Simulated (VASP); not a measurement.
# SiC (CsCl type) (Pm-3m) in VASP: relaxation of cell and atoms with PBE

Aim: the relaxation of cell and atoms of SiC (CsCl type) with PBE.

All numbers are computed with VASP 6.6.1; they aren't measurements. Logs are shortened: lines on timing, memory, paths and dates and some standing lists are left out, and cuts for length are marked.

## 1. The cell of the first run

The structure is cubic, space group Pm-3m (No. 221). The conventional cell has a = 2.642 Å, b = 2.642 Å, c = 2.642 Å, α = 90.00°, β = 90.00°, γ = 90.00°. Within 3.0 Å of Si (site symmetry m-3m) lie 8 C at 2.29 Å and 6 Si at 2.64 Å. Within 3.0 Å of C (site symmetry m-3m) lie 8 Si at 2.29 Å and 6 C at 2.64 Å.

## 2. Relaxation of cell and atoms, PBE, target pressure -0.18 GPa, at which the enthalpy is minimised

INCAR reads:

```
PREC = Accurate
ENCUT = 600
EDIFF = 1E-6
ISMEAR = -1
SIGMA = 0.08
LREAL = F
LASPH = T
NELM = 80
ALGO = Normal
ISIF = 3
LWAVE = F
LCHARG = F
GGA = PE
IBRION = 2
NSW = 32
EDIFFG = -0.005
PSTRESS = -1.7999999999999998
```

KPOINTS reads:

```
Automatic mesh
0
Gamma
  14 14 14
```

POSCAR reads:

```
SiC
1.0
    2.6415548226      0.0000000000      0.0000000000
    0.0000000000      2.6415548226      0.0000000000
    0.0000000000      0.0000000000      2.6415548226
Si C
1 1
Direct
    0.0000000000      0.0000000000      0.0000000000
    0.5000000000      0.5000000000      0.5000000000
```

Potentials or basis: VASP PAW PBE potentials, release 64 (Si, C).

Command:

```bash
> cat potpaw_PBE.64/Si/POTCAR potpaw_PBE.64/C/POTCAR > POTCAR
> mpirun -np 1 vasp_std > vasp.out
```

OUTCAR:

```text
PREC = Accurate
   ENCUT = 600
   EDIFF = 1E-6
   ISMEAR = -1
   LREAL = F
   LASPH = T
   NELM = 80
   ISIF = 3
   GGA = PE
   IBRION = 2
   NSW = 32
   EDIFFG = -0.005
   PSTRESS = -1.7999999999999998

 ion  position               nearest neighbor table
   1  0.000  0.000  0.000-   2 2.29   2 2.29   2 2.29   2 2.29   2 2.29   2 2.29   2 2.29   2 2.29

   2  0.500  0.500  0.500-   1 2.29   1 2.29   1 2.29   1 2.29   1 2.29   1 2.29   1 2.29   1 2.29

  LATTYP: Found a simple cubic cell.
 ALAT       =     2.6415548226

  Lattice vectors:

 A1 = (   2.6415548226,   0.0000000000,   0.0000000000)
 A2 = (   0.0000000000,   2.6415548226,   0.0000000000)
 A3 = (   0.0000000000,   0.0000000000,   2.6415548226)

Analysis of symmetry for initial positions (statically):
=====================================================================
 Subroutine PRICEL returns:
 Original cell was already a primitive cell.

 Routine SETGRP: Setting up the symmetry group for a
 simple cubic supercell.

 Subroutine GETGRP returns: Found 48 space group operations
 (whereof 48 operations were pure point group operations)
 out of a pool of 48 trial point group operations.

The static configuration has the point symmetry O_h .

Analysis of symmetry for dynamics (positions and initial velocities):
=====================================================================
 Subroutine PRICEL returns:
 Original cell was already a primitive cell.

 Routine SETGRP: Setting up the symmetry group for a
 simple cubic supercell.

 Subroutine GETGRP returns: Found 48 space group operations
 (whereof 48 operations were pure point group operations)
 out of a pool of 48 trial point group operations.

The dynamic configuration has the point symmetry O_h .

 Subroutine INISYM returns: Found 48 space group operations
 (whereof 48 operations are pure point group operations),
 and found     1 'primitive' translations

----------------------------------------------------------------------------------------

                                     Primitive cell

  volume of cell :      18.4323

  direct lattice vectors                    reciprocal lattice vectors
     2.641554823  0.000000000  0.000000000     0.378564924  0.000000000  0.000000000
     0.000000000  2.641554823  0.000000000     0.000000000  0.378564924  0.000000000
     0.000000000  0.000000000  2.641554823     0.000000000  0.000000000  0.378564924

  length of vectors
[... 82 lines left out ...]
   EDIFF  = 0.1E-05   stopping-criterion for ELM
   LREAL  =      F    real-space projection
   EDIFFG = -.5E-02   stopping-criterion for IOM
   NSW    =     32    number of steps for IOM
   IBRION =      2    ionic relax: 0-MD 1-quasi-New 2-CG
   NFREE  =      1    steps in history (QN), initial steepest desc. (CG)
   ISIF   =      3    stress and relaxation
   ISYM   =      2    0-nonsym 1-usesym 2-fastsym
   POTIM  = 0.5000    time-step for ionic-motion
   TEBEG  =    0.0;   TEEND  =   0.0 temperature during run
   PSTRESS=   -1.8 pullay stress
   NELECT =       8.0000    total number of electrons
   NUPDOWN=      -1.0000    fix difference up-down
   EMIN   =  10.00;   EMAX   =-10.00  energy-range for DOS
   EFERMI =   0.00;   METHOD = LEGACY
   ISMEAR =    -1;   SIGMA  =   0.08  broadening in eV -4-tet -1-fermi 0-gaus
   EFERMI_NEDOS =   21; number of points for ismear=-14 and -15
   IALGO  =     38    algorithm
   IMIX   =      4    mixing-type and parameters
     AMIX     =   0.40;   BMIX     =  1.00
     AMIX_MAG =   1.60;   BMIX_MAG =  1.00
  volume/ion in A,a.u.               =       9.22        62.19
  Fermi-wavevector in a.u.,A,eV,Ry     =   1.239496  2.342308 20.903322  1.536351
  Thomas-Fermi vector in A             =   2.373977
   LORBIT       =      0    0 simple, 1 ext, 2 COOP (PROOUT), +10 PAW based schemes
   GGA     = PE    functional components
   LHFCALC =     F    Hartree Fock is set to
   AEXX    =    0.0000 exact exchange contribution
   IVDW    =     0    specifies the selected vdW correction
   LEPSILON=     F    determine dielectric tensor
   LRPA    =     F    only Hartree local field effects (RPA)
 conjugate gradient relaxation of ions
 non-spin polarized calculation
  energy-cutoff  :      600.00
  volume of cell :       18.43
 maximum number of plane-waves:       628
 NGX is ok and might be reduce to    24
   NGX = 11   NGY = 11   NGZ = 11

 number of electron       8.0000000 magnetization

 Free energy of the ion-electron system (eV)
  ---------------------------------------------------
  ext. energy  EPLUGINS =         0.00000000
  ---------------------------------------------------
  free energy    TOTEN  =       -10.92441222 eV

  energy without entropy =      -10.90839775  energy(sigma->0) =      -10.91640499

 E-fermi :  11.2028     XC(G=0): -12.3956

 val. band max:       11.1711450867   @ k =   0.2857   0.0714   0.0000
 cond. band min:      11.2283024069   @ k =   0.4286   0.0714   0.0000
 fundamental gap:      0.0571573202
 Fermi energy:        11.2027721986

 k-point     1 :       0.0000    0.0000    0.0000
  band No.  band energies     occupation
      1      -6.3405      2.00000
      2      10.0702      2.00000
      3      10.0702      2.00000
      4      10.0702      2.00000
      5      12.6697      0.00000
      6      16.1512      0.00000
      7      16.1512      0.00000
      8      23.8952      0.00000
[... 243 lines left out ...]
 k-point    24 :       0.3571    0.2143    0.0000
  band No.  band energies     occupation
      1      -3.0770      2.00000
      2       2.5198      2.00000
      3       7.3503      2.00000
      4      12.1013      0.00003
      5      13.3482      0.00000
      6      16.9210      0.00000
      7      19.8214      0.00000
      8      20.3076      0.00000

 [... further k-points ...]
[... 5 lines left out ...]
  --------------------------------------------------------------------------------------
  -------------------------------------------------------------------------------------
  Total       -0.0147035     -0.0147035     -0.0147035      0.0000000      0.0000000      0.0000000
  in kB       -1.2780666     -1.2780666     -1.2780666      0.0000000      0.0000000      0.0000000
  external PRESSURE =       0.5219334 kB  Pullay stress =      -1.8000000 kB

 VOLUME and BASIS-vectors are now :
 -----------------------------------------------------------------------------
  energy-cutoff  :      600.00
  volume of cell :       18.43
      direct lattice vectors                 reciprocal lattice vectors
     2.641554823  0.000000000  0.000000000     0.378564924  0.000000000  0.000000000
     0.000000000  2.641554823  0.000000000     0.000000000  0.378564924  0.000000000
     0.000000000  0.000000000  2.641554823     0.000000000  0.000000000  0.378564924

 POSITION                                       TOTAL-FORCE (eV/Angst)
 -----------------------------------------------------------------------------------
      0.00000      0.00000      0.00000         0.000000      0.000000      0.000000
      1.32078      1.32078      1.32078         0.000000      0.000000      0.000000
 -----------------------------------------------------------------------------------
    total drift:                                0.000000     -0.000000     -0.000000

  FREE ENERGIE OF THE ION-ELECTRON SYSTEM (eV)
  ---------------------------------------------------
  free  energy   TOTEN  =       -10.9244122176 eV

  energy  without entropy=      -10.9083977526  energy(sigma->0) =      -10.91640499

  enthalpy is  TOTEN    =       -10.9451203440 eV   P V=       -0.0207081264

 reached required accuracy - stopping structural energy minimisation
```

CONTCAR:

```text
SiC
   1.00000000000000
     2.6415548225999999    0.0000000000000000    0.0000000000000000
     0.0000000000000000    2.6415548225999999    0.0000000000000000
     0.0000000000000000    0.0000000000000000    2.6415548225999999
  Si              C
     1     1
Direct
     0.0000000000000000    0.0000000000000000    0.0000000000000000
     0.5000000000000000    0.5000000000000000    0.5000000000000000

  0.00000000E+00  0.00000000E+00  0.00000000E+00
  0.00000000E+00  0.00000000E+00  0.00000000E+00
```

Wall time 5.3 s (1 thread of Intel Xeon 6975P-C (Granite Rapids), shared host); peak memory 0.15 GiB.

Results:

* Free energy: -10.9244 eV
* Pressure after relaxing: -0.1 GPa
* Band gap on the k mesh: zero (band 4 reaches 12.31 eV, above the bottom of band 5 at 8.34 eV)

Final structure:
```
Si C
1.0
     2.64155    0.00000    0.00000
     0.00000    2.64155    0.00000
     0.00000    0.00000    2.64155
Si C
1 1
Cartesian
  0.0000 0.0000 0.0000
  1.3208 1.3208 1.3208
```

Levels at points of the mesh, in eV from the Fermi level:
| k point | band 1 | band 2 | band 3 | band 4 | band 5 | band 6 | band 7 | band 8 |
| --- | --- | --- | --- | --- | --- | --- | --- | --- |
| (0.00, 0.00, 0.00) | -17.54 | -1.13 | -1.13 | -1.13 | 1.47 | 4.95 | 4.95 | 12.69 |
| (0.50, 0.00, 0.00) | -13.46 | -11.91 | 0.87 | 0.87 | 4.99 | 6.34 | 7.52 | 7.52 |
| (0.50, 0.50, 0.00) | -9.95 | -7.96 | -7.96 | -5.51 | 2.39 | 8.73 | 8.73 | 10.97 |
| (0.50, 0.50, 0.50) | -7.05 | -4.40 | -4.40 | -4.40 | -1.57 | -1.57 | -1.57 | 0.67 |

Caveat: the relaxation stopped at its first step, so nothing moved; the cell is relaxed towards a set pressure, so the enthalpy falls and the energy may rise.
